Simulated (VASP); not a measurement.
Crystal: SiC.

```
Si C
1.0
     0.00000    3.91363    2.67827
     1.55102    0.00000    2.67827
     1.55102    3.91363    0.00000
Si C
1 1
Direct
  0.66695 0.66695 0.33305
  0.33305 0.33305 0.66695
```

Base run:

```yaml
Program: VASP 6.6.1
Functional: PBE
Potentials_or_basis: VASP PAW PBE potentials, release 64 (Si, C)
Cutoff: 520 eV
k_mesh: 10 × 10 × 10
Occupations: gaussian, width 0.02 eV
Spin: no spin polarisation
```

Its results: band gap on the k mesh 1.44 eV, indirect (least direct gap 2.45 eV); pressure 0.0 GPa; largest force 0.004 eV/Å.

Task: The run is repeated on the same cell with these changes: k mesh from 10 × 10 × 10 to 8 × 8 × 8; occupations from gaussian, width 0.02 eV to gaussian, width 0.1 eV. What comes out?

Result: Band gap on the k mesh 1.38 eV, indirect (least direct gap 2.63 eV); pressure 0.0 GPa; largest force 0.003 eV/Å.

A k mesh can miss the band edges.
